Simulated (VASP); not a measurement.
# Ru (P6_3/mmc) in VASP: notebook

Ru is run at these levels: LDA; tasks: single point.

All numbers are computed with VASP 6.6.1; they aren't measurements. Logs are shortened: lines on timing, memory, paths and dates and some standing lists are left out, and cuts for length are marked.

**1. The cell of the first run**

It takes space group P6_3/mmc (No. 194, hexagonal). Conventional cell: a = 2.708 Å, b = 2.708 Å, c = 4.268 Å, α = 90.00°, β = 90.00°, γ = 120.00°. Ru (site symmetry -6m2) has 12 Ru at 2.65 to 2.71 Å within 3.5 Å.

**2. Single point, LDA**

INCAR

```
PREC     = Accurate       # precision mode
ENCUT    = 520            # plane-wave cutoff, eV
EDIFF    = 1E-6           # SCF threshold, eV
ISMEAR   = 0              # smearing method
SIGMA    = 0.1            # smearing width, eV
LREAL    = False          # projectors in reciprocal space
LASPH    = True           # aspherical terms in the spheres
NELM     = 100            # most SCF steps
ALGO     = Normal         # electronic algorithm
ISIF     = 2              # what is computed and relaxed
LWAVE    = False          # write WAVECAR
LCHARG   = False          # write CHGCAR
NBANDS   = 21             # bands
```

KPOINTS

```
regular mesh
0
Gamma
  9 9 4
```

POSCAR

```
Ru
1.0
    2.7078263400      0.0000000000      0.0000000000
   -1.3539131700      2.3450464000      0.0000000000
    0.0000000000      0.0000000000      4.2681017800
Ru
2
Direct
    0.3333333300      0.6666666700      0.2500000000
    0.6666666700      0.3333333300      0.7500000000
```

Potentials or basis: VASP PAW LDA potentials, release 64 (Ru_pv).

The run is started by

```sh
> cat potpaw_LDA.64/Ru_pv/POTCAR > POTCAR
> mpirun -np 1 vasp_std > vasp.out
```

OUTCAR:

```text
PREC = Accurate
   ENCUT = 520
   EDIFF = 1E-6
   ISMEAR = 0
   LREAL = False
   LASPH = True
   NELM = 100
   ISIF = 2

 ion  position               nearest neighbor table
   1  0.333  0.667  0.250-   2 2.65   2 2.65   2 2.65   2 2.65   2 2.65   2 2.65
   2  0.667  0.333  0.750-   1 2.65   1 2.65   1 2.65   1 2.65   1 2.65   1 2.65

  LATTYP: Found a hexagonal cell.
 ALAT       =     2.7078263400
 C/A-ratio  =     1.5762095659

  Lattice vectors:

 A1 = (   2.7078263400,   0.0000000000,   0.0000000000)
 A2 = (  -1.3539131700,   2.3450464000,   0.0000000000)
 A3 = (   0.0000000000,   0.0000000000,   4.2681017800)

Analysis of symmetry for initial positions (statically):
=====================================================================
 Subroutine PRICEL returns:
 Original cell was already a primitive cell.

 Routine SETGRP: Setting up the symmetry group for a
 hexagonal supercell.

 Subroutine GETGRP returns: Found 24 space group operations
 (whereof 12 operations were pure point group operations)
 out of a pool of 24 trial point group operations.

The static configuration has the point symmetry D_3d.
 The point group associated with its full space group is D_6h.

Analysis of symmetry for dynamics (positions and initial velocities):
=====================================================================
 Subroutine PRICEL returns:
 Original cell was already a primitive cell.

 Routine SETGRP: Setting up the symmetry group for a
 hexagonal supercell.

 Subroutine GETGRP returns: Found 24 space group operations
 (whereof 12 operations were pure point group operations)
 out of a pool of 24 trial point group operations.

The dynamic configuration has the point symmetry D_3d.
 The point group associated with its full space group is D_6h.

 Subroutine INISYM returns: Found 24 space group operations
 (whereof 12 operations are pure point group operations),
 and found     1 'primitive' translations

----------------------------------------------------------------------------------------

                                     Primitive cell

  volume of cell :      27.1024

  direct lattice vectors                    reciprocal lattice vectors
     2.707826340  0.000000000  0.000000000     0.369299901  0.213215397  0.000000000
    -1.353913170  2.345046400  0.000000000     0.000000000  0.426430795  0.000000000
     0.000000000  0.000000000  4.268101780     0.000000000  0.000000000  0.234296193

  length of vectors
     2.707826340  2.707826340  4.268101780     0.426430795  0.426430795  0.234296193

  position of ions in fractional coordinates (direct lattice)
     0.333333330  0.666666670  0.250000000
     0.666666670  0.333333330  0.750000000

  ion indices of the primitive-cell ions
   primitive index   ion index
                 1           1
                 2           2

----------------------------------------------------------------------------------------

 KPOINTS: regular mesh

Automatic generation of k-mesh.
 Grid dimensions read from file:
 generate k-points for:    9    9    4

 Generating k-lattice:

  Cartesian coordinates                     Fractional coordinates (reciprocal lattice)
     0.041033322  0.023690600  0.000000000     0.111111111  0.000000000  0.000000000
     0.000000000  0.047381199  0.000000000     0.000000000  0.111111111  0.000000000
     0.000000000  0.000000000  0.058574048     0.000000000  0.000000000  0.250000000

  Length of vectors
     0.047381199  0.047381199  0.058574048

  Shift w.r.t. Gamma in fractional coordinates (k-lattice)
     0.000000000  0.000000000  0.000000000

 Subroutine IBZKPT returns following result:
 ===========================================

 Found     36 irreducible k-points:

 Following reciprocal coordinates:
            Coordinates               Weight
  0.000000  0.000000  0.000000      1.000000
  0.111111  0.000000  0.000000      6.000000
  0.222222  0.000000  0.000000      6.000000
  0.333333  0.000000  0.000000      6.000000
  0.444444  0.000000  0.000000      6.000000
  0.111111  0.111111  0.000000      6.000000
[... 16 lines left out ...]
  0.333333  0.222222  0.250000     24.000000
  0.333333  0.333333  0.250000      4.000000
 [... further k-points ...]
   k-points           NKPTS =     36   k-points in BZ     NKDIM =     36   number of bands    NBANDS=     21
   number of dos      NEDOS =    301   number of ions     NIONS =      2
   total plane-waves  NPLWV =  12800
   dimension x,y,z NGX =    20 NGY =   20 NGZ =   32
   dimension x,y,z NGXF=    40 NGYF=   40 NGZF=   64
   ions per type =               2
   NGX,Y,Z   is equivalent  to a cutoff of  12.28, 12.28, 12.46 a.u.
   NGXF,Y,Z  is equivalent  to a cutoff of  24.56, 24.56, 24.93 a.u.
 SYSTEM =  unknown system
   PREC   = accura    normal or accurate (medium, high low for compatibility)
   ISTART =      0    job   : 0-new  1-cont  2-samecut
   ICHARG =      2    charge: 1-file 2-atom 10-const
   ISPIN  =      1    spin polarized calculation?
   LNONCOLLINEAR =      F non collinear calculations
   LSORBIT =      F    spin-orbit coupling
   LASPH  =      T    aspherical Exc in radial PAW
   ENCUT  =  520.0 eV  38.22 Ry    6.18 a.u.   5.03  5.03  7.94*2*pi/ulx,y,z
   NELM   =    100;   NELMIN=  2; NELMDL= -5     # of ELM steps
   EDIFF  = 0.1E-05   stopping-criterion for ELM
   LREAL  =      F    real-space projection
   EDIFFG = 0.1E-04   stopping-criterion for IOM
   NSW    =      0    number of steps for IOM
   IBRION =     -1    ionic relax: 0-MD 1-quasi-New 2-CG
   NFREE  =      0    steps in history (QN), initial steepest desc. (CG)
   ISIF   =      2    stress and relaxation
   ISYM   =      2    0-nonsym 1-usesym 2-fastsym
   POTIM  = 0.5000    time-step for ionic-motion
   TEBEG  =    0.0;   TEEND  =   0.0 temperature during run
   PSTRESS=    0.0 pullay stress
   NELECT =      28.0000    total number of electrons
   NUPDOWN=      -1.0000    fix difference up-down
   EMIN   =  10.00;   EMAX   =-10.00  energy-range for DOS
   EFERMI =   0.00;   METHOD = LEGACY
   ISMEAR =     0;   SIGMA  =   0.10  broadening in eV -4-tet -1-fermi 0-gaus
   EFERMI_NEDOS =   21; number of points for ismear=-14 and -15
   IALGO  =     38    algorithm
   IMIX   =      4    mixing-type and parameters
     AMIX     =   0.40;   BMIX     =  1.00
     AMIX_MAG =   1.60;   BMIX_MAG =  1.00
  volume/ion in A,a.u.               =      13.55        91.45
  Fermi-wavevector in a.u.,A,eV,Ry     =   1.654977  3.127452 37.265640  2.738947
  Thomas-Fermi vector in A             =   2.743152
   LORBIT       =      0    0 simple, 1 ext, 2 COOP (PROOUT), +10 PAW based schemes
   GGA     = CA    functional components
   LHFCALC =     F    Hartree Fock is set to
   AEXX    =    0.0000 exact exchange contribution
   IVDW    =     0    specifies the selected vdW correction
   LEPSILON=     F    determine dielectric tensor
   LRPA    =     F    only Hartree local field effects (RPA)
 non-spin polarized calculation
 Gauss-broadening in eV      SIGMA  =   0.10
  energy-cutoff  :      520.00
  volume of cell :       27.10
 maximum number of plane-waves:       744
   NGX = 11   NGY = 11   NGZ = 15

 number of electron      28.0000006 magnetization

 Free energy of the ion-electron system (eV)
  ---------------------------------------------------
  ext. energy  EPLUGINS =         0.00000000
  ---------------------------------------------------
  free energy    TOTEN  =       -21.35527330 eV

  energy without entropy =      -21.34447354  energy(sigma->0) =      -21.34987342

 E-fermi :  12.9043     XC(G=0): -14.3932

 val. band max:       12.7621318145   @ k =   0.3333   0.0000   0.2500
 cond. band min:      12.9053008522   @ k =   0.3333   0.0000   0.0000
 fundamental gap:      0.1431690377
 Fermi energy:        12.9043108477

 k-point     1 :       0.0000    0.0000    0.0000
  band No.  band energies     occupation
      1     -30.7597      2.00000
      2     -29.7878      2.00000
      3     -29.7878      2.00000
      4     -29.6102      2.00000
      5     -29.6102      2.00000
      6     -29.5802      2.00000
[... 13 lines left out ...]
     20      22.6937      0.00000
     21      23.0947      0.00000

 k-point     2 :       0.1111    0.0000    0.0000
  band No.  band energies     occupation
      1     -30.7171      2.00000
      2     -29.8763      2.00000
      3     -29.8177      2.00000
      4     -29.7022      2.00000
      5     -29.6223      2.00000
      6     -29.6006      2.00000
[... 13 lines left out ...]
     20      22.6937      0.00000
     21      23.0263      0.00000

 k-point     3 :       0.2222    0.0000    0.0000
  band No.  band energies     occupation
      1     -30.5995      2.00000
      2     -30.1004      2.00000
      3     -29.9274      2.00000
      4     -29.8898      2.00000
      5     -29.6619      2.00000
      6     -29.6558      2.00000
[... 13 lines left out ...]
     20      22.6936      0.00000
     21      22.8316      0.00000

 k-point     4 :       0.3333    0.0000    0.0000
  band No.  band energies     occupation
      1     -30.4374      2.00000
      2     -30.3551      2.00000
      3     -30.1710      2.00000
      4     -29.9676      2.00000
      5     -29.7597      2.00000
      6     -29.6971      2.00000
[... 13 lines left out ...]
     20      22.6932      0.00000
     21      22.7060      0.00000

 k-point     5 :       0.4444    0.0000    0.0000
  band No.  band energies     occupation
      1     -30.5205      2.00000
      2     -30.3239      2.00000
      3     -30.2919      2.00000
      4     -30.0167      2.00000
      5     -29.8628      2.00000
      6     -29.7252      2.00000
[... 13 lines left out ...]
     20      22.6929      0.00000
     21      23.5822      0.00000
[... 382 lines left out ...]
     20      22.6909      0.00000
     21      23.6222      0.00000

 k-point    22 :       0.2222    0.2222    0.2500
  band No.  band energies     occupation
      1     -30.4917      2.00000
      2     -30.3788      2.00000
      3     -30.0732      2.00000
      4     -30.0628      2.00000
      5     -29.8699      2.00000
      6     -29.7553      2.00000
[... 13 lines left out ...]
     20      22.6930      0.00000
     21      24.6282      0.00000

 k-point    23 :       0.3333    0.2222    0.2500
  band No.  band energies     occupation
      1     -30.5100      2.00000
      2     -30.4179      2.00000
      3     -30.2150      2.00000
      4     -30.0193      2.00000
      5     -29.9333      2.00000
      6     -29.8083      2.00000
[... 13 lines left out ...]
     20      22.6919      0.00000
     21      23.3362      0.00000

 k-point    24 :       0.3333    0.3333    0.2500
  band No.  band energies     occupation
      1     -30.4042      2.00000
      2     -30.4042      2.00000
      3     -30.3529      2.00000
      4     -30.0847      2.00000
      5     -29.8779      2.00000
      6     -29.8779      2.00000
[... 13 lines left out ...]
     20      22.6933      0.00000
     21      22.6933      0.00000

 [... further k-points ...]
[... 5 lines left out ...]
  --------------------------------------------------------------------------------------
  -------------------------------------------------------------------------------------
  Total       -1.7324782     -1.7324782     -1.9874046      0.0000000      0.0000000      0.0000000
  in kB     -102.4168360   -102.4168361   -117.4870140      0.0000000      0.0000000      0.0000000
  external PRESSURE =    -107.4402287 kB  Pullay stress =       0.0000000 kB

 VOLUME and BASIS-vectors are now :
 -----------------------------------------------------------------------------
  energy-cutoff  :      520.00
  volume of cell :       27.10
      direct lattice vectors                 reciprocal lattice vectors
     2.707826340  0.000000000  0.000000000     0.369299901  0.213215397  0.000000000
    -1.353913170  2.345046400  0.000000000     0.000000000  0.426430795  0.000000000
     0.000000000  0.000000000  4.268101780     0.000000000  0.000000000  0.234296193

 POSITION                                       TOTAL-FORCE (eV/Angst)
 -----------------------------------------------------------------------------------
     -0.00000      1.56336      1.06703        -0.000000      0.000000      0.000000
      1.35391      0.78168      3.20108         0.000000     -0.000000      0.000000
 -----------------------------------------------------------------------------------
    total drift:                               -0.000004      0.000003     -0.000000

  FREE ENERGIE OF THE ION-ELECTRON SYSTEM (eV)
  ---------------------------------------------------
  free  energy   TOTEN  =       -21.3552732961 eV

  energy  without entropy=      -21.3444735374  energy(sigma->0) =      -21.34987342
```

Wall time 5.9 s (1 thread of Intel Xeon 6975P-C (Granite Rapids), shared host); peak memory 0.13 GiB.

What came out:

| Quantity | Value |
| --- | --- |
| Free energy | -21.3553 eV |
| Pressure | -10.7 GPa |
| Band gap on the k mesh | zero (band 14 reaches 14.21 eV, above the bottom of band 15 at 11.14 eV) |

Caveat: the k points lie up to 0.37 Å⁻¹ apart.

**3. Single point, LDA**

This run uses another cell than the first one, of 13.08 Å³/atom, 0.965 times its volume.

INCAR, as its differences from that of step 2:

```diff
@@ -2,3 +2,3 @@
 ENCUT    = 520            # plane-wave cutoff, eV
-EDIFF    = 1E-6           # SCF threshold, eV
+EDIFF    = 1E-7           # SCF threshold, eV
 ISMEAR   = 0              # smearing method
@@ -7,3 +7,3 @@
 LASPH    = True           # aspherical terms in the spheres
-NELM     = 100            # most SCF steps
+NELM     = 60             # most SCF steps
 ALGO     = Normal         # electronic algorithm
```

KPOINTS

```
regular mesh
0
Gamma
  9 9 6
```

POSCAR

```
Ru
1.0
    2.6729789960      0.0000000000      0.0000000000
   -1.3364894980      2.3148677143      0.0000000000
    0.0000000000      0.0000000000      4.2281491570
Ru
2
Direct
    0.3333333333      0.6666666667      0.2500000000
    0.6666666667      0.3333333333      0.7500000000
```

Potentials or basis: VASP PAW LDA potentials, release 64 (Ru_pv).

The run is started by

```sh
> cat potpaw_LDA.64/Ru_pv/POTCAR > POTCAR
> mpirun -np 1 vasp_std > vasp.out
```

Wall time 8.4 s (1 thread of Intel Xeon 6975P-C (Granite Rapids), shared host); peak memory 0.13 GiB.

The run converged. Its results:

- Free energy: -21.4111 eV
- Pressure: 0.9 GPa
- Band gap on the k mesh: zero (band 14 reaches 14.95 eV, above the bottom of band 15 at 11.70 eV)

Stress tensor (GPa, compression positive):
```
0.91 0.00 0.00
0.00 0.91 0.00
0.00 0.00 1.02
```

Levels at points of the mesh, in eV from the Fermi level:
```
           k point  band 10  band 11  band 12  band 13  band 14  band 15  band 16  band 17  band 18  band 19
(0.00, 0.00, 0.00)    -2.84    -2.64    -2.11    -2.11    -1.54    -1.54     1.20     1.20     1.29     9.86
(0.00, 0.00, 0.50)    -3.01    -3.01    -3.01    -2.90    -2.90     0.53     0.53     0.53     0.53     9.87
```

**4. Single point, LDA**

This run uses another cell than the first one, of 13.09 Å³/atom, 0.966 times its volume.

INCAR

```
SYSTEM = Ru
  PREC = Accurate
  ENCUT = 520
  EDIFF = 1E-6
  ISMEAR = 0
  SIGMA = 0.1
  LREAL = .FALSE.
  LASPH = .TRUE.
  NELM = 100
  ALGO = Normal
  ISIF = 2
  LWAVE = .FALSE.
  LCHARG = .FALSE.
  NBANDS = 21
```

KPOINTS

```
regular mesh
0
G
  15 15 8
  0 0 0
```

POSCAR

```
Ru
1.0
    2.6743058386      0.0000000000      0.0000000000
   -1.3371529193      2.3160167938      0.0000000000
    0.0000000000      0.0000000000      4.2260483473
Ru
2
Direct
    0.3333333333      0.6666666667      0.2500000000
    0.6666666667      0.3333333333      0.7500000000
```

The run is started by

```sh
> cat potpaw_LDA.64/Ru_pv/POTCAR > POTCAR
> mpirun -np 1 vasp_std > vasp.out
```

Run time: 22 s. Hardware: 1 thread of Intel Xeon 6975P-C (Granite Rapids), shared host; peak memory 0.16 GiB.

It converged, with:

| Quantity | Value |
| --- | --- |
| Free energy | -21.3992 eV |
| Pressure | 0.9 GPa |
| Band gap on the k mesh | zero (band 14 reaches 15.05 eV, above the bottom of band 15 at 11.76 eV) |

Levels at points of the mesh, in eV from the Fermi level:
| k point | band 10 | band 11 | band 12 | band 13 | band 14 | band 15 | band 16 | band 17 | band 18 | band 19 |
| --- | --- | --- | --- | --- | --- | --- | --- | --- | --- | --- |
| (0.00, 0.00, 0.00) | -2.76 | -2.56 | -2.03 | -2.03 | -1.48 | -1.48 | 1.27 | 1.27 | 1.36 | 9.94 |
| (0.00, 0.00, 0.50) | -2.94 | -2.94 | -2.94 | -2.83 | -2.83 | 0.60 | 0.60 | 0.60 | 0.60 | 9.94 |

**5. The runs side by side**

| cell | k mesh | gap on the mesh (eV) | pressure (GPa) |
| --- | --- | --- | --- |
| a = 2.708, b = 2.708, c = 4.268 Å, angles 90.0, 90.0, 120.0°, 2 atoms | 9 × 9 × 4 | none | -10.7 |
| a = 2.673, b = 2.673, c = 4.228 Å, angles 90.0, 90.0, 120.0°, 2 atoms | 9 × 9 × 6 | none | 0.9 |
| a = 2.674, b = 2.674, c = 4.226 Å, angles 90.0, 90.0, 120.0°, 2 atoms | 15 × 15 × 8 | none | 0.9 |

Alike in all rows: task single point; level LDA; potentials or basis VASP PAW LDA potentials, release 64 (Ru_pv); no spin polarisation; cutoff (eV) 520; smearing gaussian 0.1 eV.

Caveats: some runs use coarse meshes.

Total energies depend on the potentials used, so only differences within one code and one set of settings carry meaning.
